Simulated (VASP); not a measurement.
# Ti3S2 (R32) in VASP: further runs

Aim: see how the results for Ti3S2 move with the level of theory and the settings. Levels: PBEsol, PBEsol+U. Tasks: single point.

Program: VASP 6.6.1. These are calculated values, not measurements. Logs are shortened: lines on timing, memory, paths and dates and some standing lists are left out, and cuts for length are marked.

## 1. The cell of the first run

It takes space group R32 (No. 155, trigonal). The conventional cell has a = 5.209 Å, b = 5.209 Å, c = 9.713 Å, α = 90.00°, β = 90.00°, γ = 120.00°. Ti (site symmetry 2) has 4 S at 2.36 to 2.39 Å and 6 Ti at 3.00 to 3.03 Å within 3.1 Å. S (site symmetry 3) has 6 Ti at 2.36 to 2.39 Å and 3 S at 3.01 Å within 3.1 Å.

## 2. Single point, PBEsol

File INCAR:

```
ALGO = Normal ; EDIFF = 1E-6
ENCUT = 520 ; GGA = PS
ISIF = 2 ; ISMEAR = -1
LASPH = T ; LCHARG = T
LELF = T ; LREAL = F
LVHAR = T ; LWAVE = F
NBANDS = 32 ; NELM = 80
PREC = Accurate ; SIGMA = 0.05
```

File KPOINTS:

```
k-points
0
Gamma
  6 6 6
```

File POSCAR:

```
Ti3S2
1.0
    2.6045893671      1.5037603722      3.2376184047
   -2.6045893671      1.5037603722      3.2376184047
    0.0000000000     -3.0075207444      3.2376184047
Ti S
3 2
Direct
    0.0000000000      0.3356550000      0.6643450000
    0.6643450000      0.0000000000      0.3356550000
    0.3356550000      0.6643450000      0.0000000000
    0.1678390000      0.1678390000      0.1678390000
    0.8321610000      0.8321610000      0.8321610000
```

Potentials or basis: VASP PAW PBE potentials, release 64 (Ti_sv, S).

Run with:

```console
$ cat potpaw_PBE.64/Ti_sv/POTCAR potpaw_PBE.64/S/POTCAR > POTCAR
$ mpirun -np 1 vasp_std > vasp.out
```

OUTCAR:

```text
EDIFF = 1E-6
   ENCUT = 520
   GGA = PS
   ISIF = 2
   ISMEAR = -1
   LASPH = T
   LREAL = F
   NELM = 80
   PREC = Accurate

 ion  position               nearest neighbor table
   1  0.000  0.336  0.664-   4 2.36   5 2.36   4 2.39   5 2.39
   2  0.664  0.000  0.336-   5 2.36   4 2.36   4 2.39   5 2.39
   3  0.336  0.664  0.000-   4 2.36   5 2.36   4 2.39   5 2.39
   4  0.168  0.168  0.168-   3 2.36   1 2.36   2 2.36   1 2.39   2 2.39   3 2.39
   5  0.832  0.832  0.832-   3 2.36   2 2.36   1 2.36   2 2.39   1 2.39   3 2.39

  LATTYP: Found a trigonal (rhomboedric) cell.
 ALAT       =     4.4189765741
 COS(alpha) =     0.3051914986

  Lattice vectors:

 A1 = (   2.6045893671,   1.5037603722,   3.2376184047)
 A2 = (  -2.6045893671,   1.5037603722,   3.2376184047)
 A3 = (   0.0000000000,  -3.0075207444,   3.2376184047)

Analysis of symmetry for initial positions (statically):
=====================================================================
 Subroutine PRICEL returns:
 Original cell was already a primitive cell.

 Routine SETGRP: Setting up the symmetry group for a
 trigonal (rhombohedral) supercell.

 Subroutine GETGRP returns: Found  6 space group operations
 (whereof  6 operations were pure point group operations)
 out of a pool of 12 trial point group operations.

The static configuration has the point symmetry D_3 .

Analysis of symmetry for dynamics (positions and initial velocities):
=====================================================================
 Subroutine PRICEL returns:
 Original cell was already a primitive cell.

 Routine SETGRP: Setting up the symmetry group for a
 trigonal (rhombohedral) supercell.

 Subroutine GETGRP returns: Found  6 space group operations
 (whereof  6 operations were pure point group operations)
 out of a pool of 12 trial point group operations.

The dynamic configuration has the point symmetry D_3 .

 Subroutine INISYM returns: Found  6 space group operations
 (whereof  6 operations are pure point group operations),
 and found     1 'primitive' translations

----------------------------------------------------------------------------------------

                                     Primitive cell

  volume of cell :      76.0843

  direct lattice vectors                    reciprocal lattice vectors
     2.604589367  1.503760372  3.237618405     0.191968840  0.110833262  0.102956338
    -2.604589367  1.503760372  3.237618405    -0.191968840  0.110833262  0.102956338
     0.000000000 -3.007520744  3.237618405     0.000000000 -0.221666523  0.102956338

  length of vectors
     4.418976574  4.418976574  4.418976574     0.244409605  0.244409605  0.244409605

  position of ions in fractional coordinates (direct lattice)
     0.000000000  0.335655000  0.664345000
     0.664345000  0.000000000  0.335655000
     0.335655000  0.664345000  0.000000000
     0.167839000  0.167839000  0.167839000
     0.832161000  0.832161000  0.832161000

  ion indices of the primitive-cell ions
   primitive index   ion index
                 1           1
                 2           2
                 3           3
                 4           4
                 5           5

----------------------------------------------------------------------------------------

 KPOINTS: k-points

Automatic generation of k-mesh.
 Grid dimensions read from file:
 generate k-points for:    6    6    6

 Generating k-lattice:

  Cartesian coordinates                     Fractional coordinates (reciprocal lattice)
     0.031994807  0.018472210  0.017159390     0.166666667  0.000000000  0.000000000
    -0.031994807  0.018472210  0.017159390     0.000000000  0.166666667  0.000000000
     0.000000000 -0.036944421  0.017159390     0.000000000  0.000000000  0.166666667

  Length of vectors
     0.040734934  0.040734934  0.040734934

  Shift w.r.t. Gamma in fractional coordinates (k-lattice)
     0.000000000  0.000000000  0.000000000

 Subroutine IBZKPT returns following result:
 ===========================================

 Found     32 irreducible k-points:

 Following reciprocal coordinates:
            Coordinates               Weight
  0.000000  0.000000  0.000000      1.000000
  0.166667 -0.000000  0.000000      6.000000
  0.333333  0.000000 -0.000000      6.000000
  0.500000 -0.000000  0.000000      3.000000
  0.166667  0.166667  0.000000      6.000000
  0.333333  0.166667 -0.000000     12.000000
[... 16 lines left out ...]
  0.500000  0.500000  0.166667      6.000000
 -0.333333  0.500000  0.166667     12.000000
 [... further k-points ...]
   k-points           NKPTS =     32   k-points in BZ     NKDIM =     32   number of bands    NBANDS=     32
   number of dos      NEDOS =    301   number of ions     NIONS =      5
   total plane-waves  NPLWV =  46656
   dimension x,y,z NGX =    36 NGY =   36 NGZ =   36
   dimension x,y,z NGXF=    72 NGYF=   72 NGZF=   72
   ions per type =               3   2
   NGX,Y,Z   is equivalent  to a cutoff of  13.54, 13.54, 13.54 a.u.
   NGXF,Y,Z  is equivalent  to a cutoff of  27.09, 27.09, 27.09 a.u.
 SYSTEM =  unknown system
   PREC   = accura    normal or accurate (medium, high low for compatibility)
   ISTART =      0    job   : 0-new  1-cont  2-samecut
   ICHARG =      2    charge: 1-file 2-atom 10-const
   ISPIN  =      1    spin polarized calculation?
   LNONCOLLINEAR =      F non collinear calculations
   LSORBIT =      F    spin-orbit coupling
   LASPH  =      T    aspherical Exc in radial PAW
   ENCUT  =  520.0 eV  38.22 Ry    6.18 a.u.   8.22  8.22  8.22*2*pi/ulx,y,z
   NELM   =     80;   NELMIN=  2; NELMDL= -5     # of ELM steps
   EDIFF  = 0.1E-05   stopping-criterion for ELM
   LREAL  =      F    real-space projection
   EDIFFG = 0.1E-04   stopping-criterion for IOM
   NSW    =      0    number of steps for IOM
   IBRION =     -1    ionic relax: 0-MD 1-quasi-New 2-CG
   NFREE  =      0    steps in history (QN), initial steepest desc. (CG)
   ISIF   =      2    stress and relaxation
   ISYM   =      2    0-nonsym 1-usesym 2-fastsym
   POTIM  = 0.5000    time-step for ionic-motion
   TEBEG  =    0.0;   TEEND  =   0.0 temperature during run
   PSTRESS=    0.0 pullay stress
   NELECT =      48.0000    total number of electrons
   NUPDOWN=      -1.0000    fix difference up-down
   EMIN   =  10.00;   EMAX   =-10.00  energy-range for DOS
   EFERMI =   0.00;   METHOD = LEGACY
   ISMEAR =    -1;   SIGMA  =   0.05  broadening in eV -4-tet -1-fermi 0-gaus
   EFERMI_NEDOS =   21; number of points for ismear=-14 and -15
   IALGO  =     38    algorithm
   IMIX   =      4    mixing-type and parameters
     AMIX     =   0.40;   BMIX     =  1.00
     AMIX_MAG =   1.60;   BMIX_MAG =  1.00
  volume/ion in A,a.u.               =      15.22       102.69
  Fermi-wavevector in a.u.,A,eV,Ry     =   1.404075  2.653317 26.822887  1.971427
  Thomas-Fermi vector in A             =   2.526673
   LORBIT       =      0    0 simple, 1 ext, 2 COOP (PROOUT), +10 PAW based schemes
   GGA     = PS    functional components
   LHFCALC =     F    Hartree Fock is set to
   AEXX    =    0.0000 exact exchange contribution
   IVDW    =     0    specifies the selected vdW correction
   LEPSILON=     F    determine dielectric tensor
   LRPA    =     F    only Hartree local field effects (RPA)
 non-spin polarized calculation
  energy-cutoff  :      520.00
  volume of cell :       76.08
 maximum number of plane-waves:      2064
 NGX is ok and might be reduce to    36
   NGX = 17   NGY = 17   NGZ = 17

 number of electron      48.0000007 magnetization

 Free energy of the ion-electron system (eV)
  ---------------------------------------------------
  ext. energy  EPLUGINS =         0.00000000
  ---------------------------------------------------
  free energy    TOTEN  =       -38.97870226 eV

  energy without entropy =      -38.96303762  energy(sigma->0) =      -38.97086994

 E-fermi :   9.3225     XC(G=0): -11.7749

 val. band max:        9.3133026096   @ k =   0.3333   0.0000  -0.0000
 cond. band min:       9.3233990205   @ k =   0.5000   0.5000   0.0000
 fundamental gap:      0.0100964109
 Fermi energy:         9.3225362008

 k-point     1 :       0.0000    0.0000    0.0000
  band No.  band energies     occupation
      1     -47.2395      2.00000
      2     -47.1615      2.00000
      3     -47.1615      2.00000
      4     -23.7182      2.00000
      5     -23.7182      2.00000
      6     -23.6966      2.00000
[... 24 lines left out ...]
     31      12.0964      0.00000
     32      12.5303      0.00000

 k-point     2 :       0.1667   -0.0000    0.0000
  band No.  band energies     occupation
      1     -47.2337      2.00000
      2     -47.1668      2.00000
      3     -47.1619      2.00000
      4     -23.7464      2.00000
      5     -23.7356      2.00000
      6     -23.7209      2.00000
[... 24 lines left out ...]
     31      12.3231      0.00000
     32      12.3902      0.00000

 k-point     3 :       0.3333    0.0000   -0.0000
  band No.  band energies     occupation
      1     -47.2183      2.00000
      2     -47.1795      2.00000
      3     -47.1644      2.00000
      4     -23.7738      2.00000
      5     -23.7649      2.00000
      6     -23.7152      2.00000
[... 24 lines left out ...]
     31      12.1572      0.00000
     32      12.4539      0.00000

 k-point     4 :       0.5000   -0.0000    0.0000
  band No.  band energies     occupation
      1     -47.1986      2.00000
      2     -47.1978      2.00000
      3     -47.1657      2.00000
      4     -23.7877      2.00000
      5     -23.7716      2.00000
      6     -23.6896      2.00000
[... 654 lines left out ...]
     31      12.0835      0.00000
     32      12.2664      0.00000

 k-point    23 :       0.5000    0.5000    0.1667
  band No.  band energies     occupation
      1     -47.2075      2.00000
      2     -47.1773      2.00000
      3     -47.1765      2.00000
      4     -23.8426      2.00000
      5     -23.7956      2.00000
      6     -23.7085      2.00000
[... 24 lines left out ...]
     31      11.7580      0.00000
     32      12.1595      0.00000

 k-point    24 :      -0.3333    0.5000    0.1667
  band No.  band energies     occupation
      1     -47.1949      2.00000
      2     -47.1858      2.00000
      3     -47.1807      2.00000
      4     -23.8316      2.00000
      5     -23.7844      2.00000
      6     -23.6952      2.00000
[... 24 lines left out ...]
     31      11.8579      0.00000
     32      12.3601      0.00000

 [... further k-points ...]

------------------------ aborting loop because EDIFF is reached ----------------------------------------

  FORCE on cell =-STRESS in cart. coord.  units (eV):
  Direction    XX          YY          ZZ          XY          YZ          ZX
  --------------------------------------------------------------------------------------
  -------------------------------------------------------------------------------------
  Total        3.8569934      3.8569934      2.0029802      0.0000000      0.0000000      0.0000000
  in kB       81.2203143     81.2203143     42.1786267      0.0000000      0.0000000      0.0000000
  external PRESSURE =      68.2064184 kB  Pullay stress =       0.0000000 kB

 VOLUME and BASIS-vectors are now :
 -----------------------------------------------------------------------------
  energy-cutoff  :      520.00
  volume of cell :       76.08
      direct lattice vectors                 reciprocal lattice vectors
     2.604589367  1.503760372  3.237618405     0.191968840  0.110833262  0.102956338
    -2.604589367  1.503760372  3.237618405    -0.191968840  0.110833262  0.102956338
     0.000000000 -3.007520744  3.237618405     0.000000000 -0.221666523  0.102956338

 POSITION                                       TOTAL-FORCE (eV/Angst)
 -----------------------------------------------------------------------------------
     -0.87424     -1.49329      3.23762        -0.113641      0.196832      0.000000
      1.73035     -0.01047      3.23762        -0.113641     -0.196832      0.000000
     -0.85610      1.50376      3.23762         0.227282      0.000000     -0.000000
      0.00000      0.00000      1.63020         0.000000      0.000000     -0.078454
      0.00000      0.00000      8.08266         0.000000     -0.000000      0.078454
 -----------------------------------------------------------------------------------
    total drift:                               -0.000000      0.000000     -0.000000

  FREE ENERGIE OF THE ION-ELECTRON SYSTEM (eV)
  ---------------------------------------------------
  free  energy   TOTEN  =       -38.9787022569 eV

  energy  without entropy=      -38.9630376152  energy(sigma->0) =      -38.97086994
```

It took 88 s on 1 thread of Intel Xeon 8259CL, shared host; peak memory 0.23 GiB.

What came out:

| Quantity | Value |
| --- | --- |
| Free energy | -38.9787 eV |
| Pressure | 6.8 GPa |
| Largest force | 0.227 eV/Å |
| Band gap on the k mesh | zero (bands 24 and 25 overlap by 0.20 eV) |

Forces in eV/Å, atoms in the order of the input:
```
Ti  -0.114  0.197  0.000
Ti  -0.114 -0.197  0.000
Ti   0.227  0.000  0.000
S    0.000  0.000 -0.078
S    0.000  0.000  0.078
```

Stress tensor (GPa, compression positive):
```
8.12 0.00 0.00
0.00 8.12 0.00
0.00 0.00 4.22
```

Levels at points of the mesh, in eV from the Fermi level:
| k point | band 21 | band 22 | band 23 | band 24 | band 25 | band 26 | band 27 | band 28 |
| --- | --- | --- | --- | --- | --- | --- | --- | --- |
| (0.00, 0.00, 0.00) | -2.33 | -1.51 | -0.05 | -0.05 | 0.65 | 0.65 | 1.98 | 2.00 |
| (0.50, 0.00, 0.00) | -1.02 | -0.99 | -0.73 | -0.46 | -0.15 | 0.89 | 1.44 | 1.52 |
| (0.50, 0.50, 0.00) | -1.63 | -1.05 | -0.78 | -0.26 | 0.00 | 0.76 | 1.50 | 1.75 |
| (0.50, 0.50, 0.50) | -0.92 | -0.20 | -0.20 | -0.18 | 0.43 | 0.43 | 0.95 | 0.95 |

Caveat: the cell stands under pressure; the PAW data sets were made with another functional, which shifts forces and pressure a little.

## 3. Single point, PBEsol

This run uses another cell than the first one, of 15.86 Å³/atom.

File INCAR:

```
ALGO = Normal
EDIFF = 1E-7
ENCUT = 520
GGA = PS
ISIF = 2
ISMEAR = -1
LASPH = True
LCHARG = False
LREAL = False
LWAVE = False
NBANDS = 32
NELM = 80
PREC = Accurate
SIGMA = 0.05
```

KPOINTS is that of step 2.

Edit POSCAR of step 2 so:

```diff
@@ -2,5 +2,5 @@
 1.0
-    2.6045893671      1.5037603722      3.2376184047
-   -2.6045893671      1.5037603722      3.2376184047
-    0.0000000000     -3.0075207444      3.2376184047
+    2.6588516456      1.5350887133      3.2376184047
+   -2.6588516456      1.5350887133      3.2376184047
+    0.0000000000     -3.0701774266      3.2376184047
 Ti S
```

Potentials or basis: VASP PAW PBE potentials, release 64 (Ti_sv, S).

Run with:

```console
$ cat potpaw_PBE.64/Ti_sv/POTCAR potpaw_PBE.64/S/POTCAR > POTCAR
$ mpirun -np 1 vasp_std > vasp.out
```

Wall time 95 s (1 thread of Intel Xeon 8259CL, shared host); peak memory 0.24 GiB.

It converged, with:

| Item | Value |
| --- | --- |
| Free energy | -39.0737 eV |
| Pressure | 0.7 GPa |
| Largest force | 0.088 eV/Å |
| Band gap on the k mesh | zero (bands 24 and 25 overlap by 0.20 eV) |

Forces on the atoms (eV/Å):
```
Ti  -0.044  0.076  0.000
Ti  -0.044 -0.076  0.000
Ti   0.088  0.000  0.000
S    0.000  0.000 -0.028
S    0.000  0.000  0.028
```

Stress tensor (GPa, compression positive):
```
 1.46  0.00  0.00
 0.00  1.46  0.00
 0.00  0.00 -0.69
```

Levels at points of the mesh, in eV from the Fermi level:
```csv
k point,band 22,band 23,band 24,band 25,band 26,band 27
"(0.00, 0.00, 0.00)",-1.46,-0.03,-0.03,0.61,0.61,1.89
"(0.50, 0.00, 0.00)",-0.96,-0.70,-0.45,-0.15,0.86,1.37
"(0.50, 0.50, 0.00)",-1.04,-0.73,-0.23,0.05,0.71,1.43
"(0.50, 0.50, 0.50)",-0.18,-0.18,-0.11,0.37,0.37,0.88
```

Caveat: the PAW data sets were made with another functional, which shifts forces and pressure a little.

## 4. Single point, PBEsol+U

This run uses another cell than the first one, of 16.51 Å³/atom.

File INCAR:

```
  PREC = Accurate
  ENCUT = 520
  EDIFF = 1E-7
  ISMEAR = -1
  SIGMA = 0.05
  LREAL = F
  LASPH = T
  NELM = 150
  ALGO = Normal
  ISIF = 2
  LWAVE = F
  LCHARG = F
  LMAXMIX = 4
  LDAU = T
  LDAUTYPE = 2
  LDAUL = 2 -1
  LDAUU = 1 0
  LDAUJ = 0 0
  LDAUPRINT = 1
  GGA = PS
  NBANDS = 32
```

File KPOINTS:

```
regular mesh
0
Gamma
  6 6 6
```

Edit POSCAR of step 3 so:

```diff
@@ -2,5 +2,5 @@
 1.0
-    2.6588516456      1.5350887133      3.2376184047
-   -2.6588516456      1.5350887133      3.2376184047
-    0.0000000000     -3.0701774266      3.2376184047
+    2.7131139241      1.5664170544      3.2376184047
+   -2.7131139241      1.5664170544      3.2376184047
+    0.0000000000     -3.1328341088      3.2376184047
 Ti S
```

Run with:

```console
$ cat potpaw_PBE.64/Ti_sv/POTCAR potpaw_PBE.64/S/POTCAR > POTCAR
$ mpirun -np 1 vasp_std > vasp.out
```

Run time: 3.4 min. Hardware: 1 thread of AMD EPYC 7R13, shared host; peak memory 0.21 GiB.

The run converged. Its results:

```yaml
Free_energy: -36.6928 eV
Pressure: -2.8 GPa
Largest_force: 0.015 eV/Å
Band_gap_on_the_k_mesh: zero (bands 24 and 25 overlap by 0.24 eV)
```

Forces on the atoms (eV/Å):
```
Ti   0.004 -0.007  0.000
Ti   0.004  0.007  0.000
Ti  -0.008  0.000  0.000
S    0.000  0.000  0.015
S    0.000  0.000 -0.015
```

Stress tensor (GPa, compression positive):
```
-2.74  0.00  0.00
 0.00 -2.74  0.00
 0.00  0.00 -2.97
```

Levels at points of the mesh, in eV from the Fermi level:
```csv
k point,band 22,band 23,band 24,band 25,band 26,band 27
"(0.00, 0.00, 0.00)",-1.41,-0.03,-0.03,0.59,0.59,1.86
"(0.50, 0.00, 0.00)",-0.92,-0.67,-0.44,-0.16,0.88,1.35
"(0.50, 0.50, 0.00)",-1.03,-0.71,-0.21,0.12,0.70,1.43
"(0.50, 0.50, 0.50)",-0.17,-0.17,-0.05,0.33,0.33,0.88
```

Eigenvalues of the final occupation matrices:
```csv
site,spin,trace,eigenvalues
site 1 d,1,0.98,0.14 0.15 0.21 0.23 0.25
site 1 d,2,0.98,0.14 0.15 0.21 0.23 0.25
site 2 d,1,0.98,0.14 0.15 0.21 0.23 0.25
site 2 d,2,0.98,0.14 0.15 0.21 0.23 0.25
site 3 d,1,0.98,0.14 0.15 0.21 0.23 0.25
site 3 d,2,0.98,0.14 0.15 0.21 0.23 0.25
```

Caveat: the PAW data sets were made with another functional, which shifts forces and pressure a little; U without spin polarisation on a metal has little footing.

(Continued in part 2 of 2.)
